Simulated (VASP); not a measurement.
# Cd (I4_1/amd) in VASP: notebook

Runs on Cd. Level: PBE. Tasks: single point.

All numbers are computed with VASP 6.6.1; they aren't measurements. Logs are shortened: lines on timing, memory, paths and dates and some standing lists are left out, and cuts for length are marked.

## Step 1: The cell of the first run

It takes space group I4_1/amd (No. 141, tetragonal). The conventional cell has a = 4.796 Å, b = 4.796 Å, c = 2.473 Å, α = 90.00°, β = 90.00°, γ = 90.00°. Cd (site symmetry -4m2) has 10 Cd at 2.47 to 3.03 Å within 3.3 Å.

## Step 2: Single point, PBE (volume scaled by 0.55)

Input file INCAR:

```
  PREC = Accurate
  ENCUT = 520
  EDIFF = 1E-6
  ISMEAR = -1
  SIGMA = 0.1
  LREAL = F
  LASPH = T
  NELM = 80
  ALGO = Normal
  ISIF = 2
  LWAVE = F
  LCHARG = T
  GGA = PE
  LELF = T
  LVHAR = T
  NBANDS = 19
```

Input file KPOINTS:

```
regular mesh
0
Gamma
  14 14 14
```

Input file POSCAR:

```
Cd
1.0
   -2.3979993040      2.3979993040      1.2366117971
    2.3979993040     -2.3979993040      1.2366117971
    2.3979993040      2.3979993040     -1.2366117971
Cd
2
Direct
   -0.3750000000     -0.1250000000     -0.2500000000
    0.3750000000      0.1250000000      0.2500000000
```

Potentials or basis: VASP PAW PBE potentials, release 64 (Cd).

On the command line:

```
$ cat potpaw_PBE.64/Cd/POTCAR > POTCAR
$ mpirun -np 1 vasp_std > vasp.out
```

OUTCAR:

```text
PREC = Accurate
   ENCUT = 520
   EDIFF = 1E-6
   ISMEAR = -1
   LREAL = F
   LASPH = T
   NELM = 80
   ISIF = 2
   GGA = PE

 ion  position               nearest neighbor table
   1  0.625  0.875  0.750-   2 2.48   2 2.48   2 2.48   2 2.48   2 3.03   2 3.03   2 3.03   2 3.03

   2  0.375  0.125  0.250-   1 2.48   1 2.48   1 2.48   1 2.48   1 3.03   1 3.03   1 3.03   1 3.03

  LATTYP: Found a body centered tetragonal cell.
 ALAT       =     4.7959986080
 C/A-ratio  =     0.5156848023

  Lattice vectors:

 A1 = (  -2.3979993040,   2.3979993040,   1.2366117971)
 A2 = (   2.3979993040,  -2.3979993040,   1.2366117971)
 A3 = (   2.3979993040,   2.3979993040,  -1.2366117971)

Analysis of symmetry for initial positions (statically):
=====================================================================
 Subroutine PRICEL returns:
 Original cell was already a primitive cell.

 Routine SETGRP: Setting up the symmetry group for a
 body centered tetragonal supercell.

 Subroutine GETGRP returns: Found 16 space group operations
 (whereof  4 operations were pure point group operations)
 out of a pool of 16 trial point group operations.

The static configuration has the point symmetry C_2h.
 The point group associated with its full space group is D_4h.

Analysis of symmetry for dynamics (positions and initial velocities):
=====================================================================
 Subroutine PRICEL returns:
 Original cell was already a primitive cell.

 Routine SETGRP: Setting up the symmetry group for a
 body centered tetragonal supercell.

 Subroutine GETGRP returns: Found 16 space group operations
 (whereof  4 operations were pure point group operations)
 out of a pool of 16 trial point group operations.

The dynamic configuration has the point symmetry C_2h.
 The point group associated with its full space group is D_4h.

 Subroutine INISYM returns: Found 16 space group operations
 (whereof  4 operations are pure point group operations),
 and found     1 'primitive' translations

----------------------------------------------------------------------------------------

                                     Primitive cell

  volume of cell :      28.4441

  direct lattice vectors                    reciprocal lattice vectors
    -2.397999304  2.397999304  1.236611797     0.000000000  0.208507150  0.404330608
     2.397999304 -2.397999304  1.236611797     0.208507150  0.000000000  0.404330608
     2.397999304  2.397999304 -1.236611797     0.208507150  0.208507150  0.000000000

  length of vectors
     3.609710523  3.609710523  3.609710523     0.454926887  0.454926887  0.294873639

  position of ions in fractional coordinates (direct lattice)
     0.625000000  0.875000000  0.750000000
     0.375000000  0.125000000  0.250000000

  ion indices of the primitive-cell ions
   primitive index   ion index
                 1           1
                 2           2

----------------------------------------------------------------------------------------

 KPOINTS: regular mesh

Automatic generation of k-mesh.
 Grid dimensions read from file:
 generate k-points for:   14   14   14

 Generating k-lattice:

  Cartesian coordinates                     Fractional coordinates (reciprocal lattice)
     0.000000000  0.014893368  0.028880758     0.071428571 -0.000000000  0.000000000
     0.014893368  0.000000000  0.028880758    -0.000000000  0.071428571  0.000000000
     0.014893368  0.014893368  0.000000000     0.000000000  0.000000000  0.071428571

  Length of vectors
     0.032494778  0.032494778  0.021062403

  Shift w.r.t. Gamma in fractional coordinates (k-lattice)
     0.000000000  0.000000000  0.000000000

 Subroutine IBZKPT returns following result:
 ===========================================

 Found    244 irreducible k-points:

 Following reciprocal coordinates:
            Coordinates               Weight
  0.000000  0.000000  0.000000      1.000000
  0.071429  0.000000  0.000000      8.000000
  0.142857  0.000000  0.000000      8.000000
  0.214286  0.000000  0.000000      8.000000
  0.285714  0.000000  0.000000      8.000000
  0.357143  0.000000 -0.000000      8.000000
[... 16 lines left out ...]
  0.214286  0.142857  0.000000     16.000000
  0.285714  0.142857 -0.000000     16.000000
 [... further k-points ...]
   k-points           NKPTS =    244   k-points in BZ     NKDIM =    244   number of bands    NBANDS=     19
   number of dos      NEDOS =    301   number of ions     NIONS =      2
   total plane-waves  NPLWV =  21952
   dimension x,y,z NGX =    28 NGY =   28 NGZ =   28
   dimension x,y,z NGXF=    56 NGYF=   56 NGZF=   56
   ions per type =               2
   NGX,Y,Z   is equivalent  to a cutoff of  12.90, 12.90, 12.90 a.u.
   NGXF,Y,Z  is equivalent  to a cutoff of  25.79, 25.79, 25.79 a.u.
 SYSTEM =  unknown system
   PREC   = accura    normal or accurate (medium, high low for compatibility)
   ISTART =      0    job   : 0-new  1-cont  2-samecut
   ICHARG =      2    charge: 1-file 2-atom 10-const
   ISPIN  =      1    spin polarized calculation?
   LNONCOLLINEAR =      F non collinear calculations
   LSORBIT =      F    spin-orbit coupling
   LASPH  =      T    aspherical Exc in radial PAW
   ENCUT  =  520.0 eV  38.22 Ry    6.18 a.u.   6.71  6.71  6.71*2*pi/ulx,y,z
   NELM   =     80;   NELMIN=  2; NELMDL= -5     # of ELM steps
   EDIFF  = 0.1E-05   stopping-criterion for ELM
   LREAL  =      F    real-space projection
   EDIFFG = 0.1E-04   stopping-criterion for IOM
   NSW    =      0    number of steps for IOM
   IBRION =     -1    ionic relax: 0-MD 1-quasi-New 2-CG
   NFREE  =      0    steps in history (QN), initial steepest desc. (CG)
   ISIF   =      2    stress and relaxation
   ISYM   =      2    0-nonsym 1-usesym 2-fastsym
   POTIM  = 0.5000    time-step for ionic-motion
   TEBEG  =    0.0;   TEEND  =   0.0 temperature during run
   PSTRESS=    0.0 pullay stress
   NELECT =      24.0000    total number of electrons
   NUPDOWN=      -1.0000    fix difference up-down
   EMIN   =  10.00;   EMAX   =-10.00  energy-range for DOS
   EFERMI =   0.00;   METHOD = LEGACY
   ISMEAR =    -1;   SIGMA  =   0.10  broadening in eV -4-tet -1-fermi 0-gaus
   EFERMI_NEDOS =   21; number of points for ismear=-14 and -15
   IALGO  =     38    algorithm
   IMIX   =      4    mixing-type and parameters
     AMIX     =   0.40;   BMIX     =  1.00
     AMIX_MAG =   1.60;   BMIX_MAG =  1.00
  volume/ion in A,a.u.               =      14.22        95.97
  Fermi-wavevector in a.u.,A,eV,Ry     =   1.546968  2.923346 32.560251  2.393111
  Thomas-Fermi vector in A             =   2.652129
   LORBIT       =      0    0 simple, 1 ext, 2 COOP (PROOUT), +10 PAW based schemes
   GGA     = PE    functional components
   LHFCALC =     F    Hartree Fock is set to
   AEXX    =    0.0000 exact exchange contribution
   IVDW    =     0    specifies the selected vdW correction
   LEPSILON=     F    determine dielectric tensor
   LRPA    =     F    only Hartree local field effects (RPA)
 non-spin polarized calculation
  energy-cutoff  :      520.00
  volume of cell :       28.44
 maximum number of plane-waves:       784
   NGX = 13   NGY = 13   NGZ = 13

 number of electron      23.9999993 magnetization

 Free energy of the ion-electron system (eV)
  ---------------------------------------------------
  ext. energy  EPLUGINS =         0.00000000
  ---------------------------------------------------
  free energy    TOTEN  =         2.74987216 eV

  energy without entropy =        2.76921041  energy(sigma->0) =        2.75954129

 E-fermi :   7.2165     XC(G=0): -13.3960

 val. band max:        7.1976743190   @ k =  -0.2857  -0.4286   0.2143
 cond. band min:       7.2222409478   @ k =  -0.0714   0.2143   0.0714
 fundamental gap:      0.0245666288
 Fermi energy:         7.2164522587

 k-point     1 :       0.0000    0.0000    0.0000
  band No.  band energies     occupation
      1      -5.9532      2.00000
      2      -5.8529      2.00000
      3      -5.8220      2.00000
      4      -5.5101      2.00000
      5      -5.3394      2.00000
      6      -2.8062      2.00000
[... 11 lines left out ...]
     18      26.3089      0.00000
     19      27.4613      0.00000

 k-point     2 :       0.0714    0.0000    0.0000
  band No.  band energies     occupation
      1      -5.8867      2.00000
      2      -5.8352      2.00000
      3      -5.6087      2.00000
      4      -5.3349      2.00000
      5      -5.2567      2.00000
      6      -3.0721      2.00000
[... 11 lines left out ...]
     18      24.3751      0.00000
     19      24.8150      0.00000

 k-point     3 :       0.1429    0.0000    0.0000
  band No.  band energies     occupation
      1      -5.7458      2.00000
      2      -5.6994      2.00000
      3      -5.1578      2.00000
      4      -4.8960      2.00000
      5      -4.8676      2.00000
      6      -3.5211      2.00000
[... 11 lines left out ...]
     18      22.1063      0.00000
     19      22.3463      0.00000

 k-point     4 :       0.2143    0.0000    0.0000
  band No.  band energies     occupation
      1      -5.5977      2.00000
      2      -5.4375      2.00000
      3      -4.9845      2.00000
      4      -4.3078      2.00000
      5      -4.0177      2.00000
      6      -4.0089      2.00000
[... 11 lines left out ...]
     18      20.0621      0.00000
     19      20.9297      0.00000

 k-point     5 :       0.2857    0.0000    0.0000
  band No.  band energies     occupation
      1      -5.4793      2.00000
      2      -5.2447      2.00000
      3      -5.0113      2.00000
      4      -4.3555      2.00000
      5      -4.1913      2.00000
      6      -3.6198      2.00000
[... 11 lines left out ...]
     18      18.5152      0.00000
     19      19.2615      0.00000
[... 334 lines left out ...]
      2      -5.8215      2.00000
      3      -5.7640      2.00000
      4      -5.5194      2.00000
      5      -5.3271      2.00000
      6      -2.8200      2.00000
[... 11 lines left out ...]
     18      26.4110      0.00000
     19      26.4495      0.00000

 k-point    22 :       0.1429    0.1429    0.0000
  band No.  band energies     occupation
      1      -5.5569      2.00000
      2      -5.2228      2.00000
      3      -5.0164      2.00000
      4      -4.3828      2.00000
      5      -4.0444      2.00000
      6      -3.7045      2.00000
[... 11 lines left out ...]
     18      19.3445      0.00000
     19      19.7646      0.00000

 k-point    23 :       0.2143    0.1429    0.0000
  band No.  band energies     occupation
      1      -5.6133      2.00000
      2      -5.3002      2.00000
      3      -4.9544      2.00000
      4      -4.3855      2.00000
      5      -4.1881      2.00000
      6      -3.8637      2.00000
[... 11 lines left out ...]
     18      18.1162      0.00000
     19      19.9630      0.00000

 k-point    24 :       0.2857    0.1429   -0.0000
  band No.  band energies     occupation
      1      -5.7336      2.00000
      2      -5.5270      2.00000
      3      -4.7398      2.00000
      4      -4.5753      2.00000
      5      -4.1481      2.00000
      6      -4.0101      2.00000
[... 11 lines left out ...]
     18      18.5654      0.00000
     19      21.7018      0.00000

 [... further k-points ...]
[... 5 lines left out ...]
  --------------------------------------------------------------------------------------
  -------------------------------------------------------------------------------------
  Total       18.7039333     18.7039333     18.7610159     -0.0000000     -0.0000000     -0.0000000
  in kB     1053.5424668   1053.5424668   1056.7577755     -0.0000000     -0.0000000     -0.0000000
  external PRESSURE =    1054.6142363 kB  Pullay stress =       0.0000000 kB

 VOLUME and BASIS-vectors are now :
 -----------------------------------------------------------------------------
  energy-cutoff  :      520.00
  volume of cell :       28.44
      direct lattice vectors                 reciprocal lattice vectors
    -2.397999304  2.397999304  1.236611797     0.000000000  0.208507150  0.404330608
     2.397999304 -2.397999304  1.236611797     0.208507150  0.000000000  0.404330608
     2.397999304  2.397999304 -1.236611797     0.208507150  0.208507150  0.000000000

 POSITION                                       TOTAL-FORCE (eV/Angst)
 -----------------------------------------------------------------------------------
      2.39800      1.19900      0.92746         0.000000      0.000000      0.000000
      0.00000      1.19900      0.30915        -0.000000     -0.000000     -0.000000
 -----------------------------------------------------------------------------------
    total drift:                                0.000000      0.000000     -0.000000

  FREE ENERGIE OF THE ION-ELECTRON SYSTEM (eV)
  ---------------------------------------------------
  free  energy   TOTEN  =         2.7498721590 eV

  energy  without entropy=        2.7692104147  energy(sigma->0) =        2.75954129
```

It took 2.5 min on 1 thread of AMD EPYC 7R13 (Zen 3), shared host; peak memory 0.2 GiB.

Results:

* Free energy: 2.7499 eV
* Pressure: 105.5 GPa
* Band gap on the k mesh: zero (band 12 reaches 11.71 eV, above the bottom of band 13 at 5.15 eV)

## Step 3: Single point, PBE (volume scaled by 0.65)

Input file INCAR:

```
PREC     = Accurate       # precision mode
ENCUT    = 520            # plane-wave cutoff, eV
EDIFF    = 1E-6           # SCF threshold, eV
ISMEAR   = -1             # smearing method
SIGMA    = 0.1            # smearing width, eV
LREAL    = False          # projectors in reciprocal space
LASPH    = True           # aspherical terms in the spheres
NELM     = 80             # most SCF steps
ALGO     = Normal         # electronic algorithm
ISIF     = 2              # what is computed and relaxed
LWAVE    = False          # write WAVECAR
LCHARG   = False          # write CHGCAR
GGA      = PE             # functional
NBANDS   = 19             # bands
```

KPOINTS is that of step 2.

Input file POSCAR:

```
Cd
1.0
   -2.5395745371      2.5395745371      1.3030474476
    2.5395745371     -2.5395745371      1.3030474476
    2.5395745371      2.5395745371     -1.3030474476
Cd
2
Direct
   -0.3750000000     -0.1250000000     -0.2500000000
    0.3750000000      0.1250000000      0.2500000000
```

Potentials or basis: VASP PAW PBE potentials, release 64 (Cd).

On the command line:

```
$ cat potpaw_PBE.64/Cd/POTCAR > POTCAR
$ mpirun -np 1 vasp_std > vasp.out
```

OUTCAR:

```text
PREC = Accurate
   ENCUT = 520
   EDIFF = 1E-6
   ISMEAR = -1
   LREAL = False
   LASPH = True
   NELM = 80
   ISIF = 2
   GGA = PE

 ion  position               nearest neighbor table
   1  0.625  0.875  0.750-   2 2.62   2 2.62   2 2.62   2 2.62   2 3.20   2 3.20   2 3.20   2 3.20

   2  0.375  0.125  0.250-   1 2.62   1 2.62   1 2.62   1 2.62   1 3.20   1 3.20   1 3.20   1 3.20

  LATTYP: Found a body centered tetragonal cell.
 ALAT       =     5.0791490742
 C/A-ratio  =     0.5130967525

  Lattice vectors:

 A1 = (  -2.5395745371,   2.5395745371,   1.3030474476)
 A2 = (   2.5395745371,  -2.5395745371,   1.3030474476)
 A3 = (   2.5395745371,   2.5395745371,  -1.3030474476)

Analysis of symmetry for initial positions (statically):
=====================================================================
 Subroutine PRICEL returns:
 Original cell was already a primitive cell.

 Routine SETGRP: Setting up the symmetry group for a
 body centered tetragonal supercell.

 Subroutine GETGRP returns: Found 16 space group operations
[... 157 lines left out ...]

 Free energy of the ion-electron system (eV)
  ---------------------------------------------------
  ext. energy  EPLUGINS =         0.00000000
  ---------------------------------------------------
  free energy    TOTEN  =         0.39986227 eV

  energy without entropy =        0.42329990  energy(sigma->0) =        0.41158108

 E-fermi :   5.1920     XC(G=0): -12.3854

 val. band max:        5.1864583164   @ k =  -0.3571   0.3571   0.2143
 cond. band min:       5.1956500404   @ k =  -0.2143   0.2143   0.1429
 fundamental gap:      0.0091917240
 Fermi energy:         5.1919895411

 k-point     1 :       0.0000    0.0000    0.0000
  band No.  band energies     occupation
      1      -6.3641      2.00000
      2      -6.3387      2.00000
      3      -6.1277      2.00000
      4      -6.1262      2.00000
      5      -5.8379      2.00000
      6      -4.0974      2.00000
[... 505 lines left out ...]
      6      -4.9809      2.00000
[... 11 lines left out ...]
     18      15.5954      0.00000
     19      18.3999      0.00000

 [... further k-points ...]
[... 5 lines left out ...]
  --------------------------------------------------------------------------------------
  -------------------------------------------------------------------------------------
  Total       10.0149703     10.0149703     10.1385128      0.0000000      0.0000000      0.0000000
  in kB      477.3293073    477.3293073    483.2175383      0.0000000      0.0000000      0.0000000
  external PRESSURE =     479.2920510 kB  Pullay stress =       0.0000000 kB

 VOLUME and BASIS-vectors are now :
 -----------------------------------------------------------------------------
  energy-cutoff  :      520.00
  volume of cell :       33.62
      direct lattice vectors                 reciprocal lattice vectors
    -2.539574537  2.539574537  1.303047448     0.000000000  0.196883373  0.383715882
     2.539574537 -2.539574537  1.303047448     0.196883373  0.000000000  0.383715882
     2.539574537  2.539574537 -1.303047448     0.196883373  0.196883373  0.000000000

 POSITION                                       TOTAL-FORCE (eV/Angst)
 -----------------------------------------------------------------------------------
      2.53957      1.26979      0.97729        -0.000000     -0.000000      0.000000
      0.00000      1.26979      0.32576         0.000000      0.000000     -0.000000
 -----------------------------------------------------------------------------------
    total drift:                                0.000000      0.000000     -0.000000

  FREE ENERGIE OF THE ION-ELECTRON SYSTEM (eV)
  ---------------------------------------------------
  free  energy   TOTEN  =         0.3998622662 eV

  energy  without entropy=        0.4232999003  energy(sigma->0) =        0.41158108
```

OSZICAR:

```text
N       E                     dE             d eps       ncg     rms          rms(c)
DAV:   1     0.186082213981E+03    0.18608E+03   -0.13523E+04  9272   0.133E+03
DAV:   2     0.419400987048E+01   -0.18189E+03   -0.17592E+03  9584   0.351E+02
DAV:   3     0.216861948493E+00   -0.39771E+01   -0.39691E+01 10708   0.597E+01
DAV:   4     0.209340801021E+00   -0.75211E-02   -0.75206E-02 10146   0.242E+00
DAV:   5     0.209320605038E+00   -0.20196E-04   -0.20196E-04 10153   0.122E-01    0.104E+01
DAV:   6     0.373467422641E+00    0.16415E+00   -0.28813E-01 10230   0.729E+00    0.700E+00
DAV:   7     0.397744175503E+00    0.24277E-01   -0.50941E-02 10439   0.259E+00    0.188E+00
DAV:   8     0.399902479457E+00    0.21583E-02   -0.83368E-03  9652   0.124E+00    0.126E-01
DAV:   9     0.399887492511E+00   -0.14987E-04   -0.25067E-05 10459   0.461E-02    0.555E-02
DAV:  10     0.399862245529E+00   -0.25247E-04   -0.16201E-05 10016   0.375E-02    0.596E-03
DAV:  11     0.399862266157E+00    0.20628E-07   -0.53594E-07  5549   0.981E-03
   1 F= 0.39986227E+00 E0= 0.41158108E+00  d E =-.234376E-01
```

It took 44 s on 1 thread of Intel Xeon 6975P-C (Granite Rapids), shared host; peak memory 0.25 GiB.

Results:

```
Free energy            : 0.3999 eV
Pressure               : 47.9 GPa
Band gap on the k mesh : zero (band 12 reaches 9.27 eV, above the bottom of band 13 at 2.87 eV)
```

Levels at points of the mesh, in eV from the Fermi level:
```csv
k point,band 10,band 11,band 12,band 13,band 14,band 15
"(0.00, 0.00, 0.00)",-8.82,-8.24,0.83,0.83,5.06,6.85
"(0.50, 0.00, 0.00)",-8.45,-3.04,-1.01,2.28,3.22,5.62
"(0.50, 0.50, 0.00)",-9.01,-7.18,-7.18,5.72,5.72,7.61
"(0.50, 0.50, 0.50)",-9.20,-4.31,-4.31,-2.32,-2.32,14.08
```
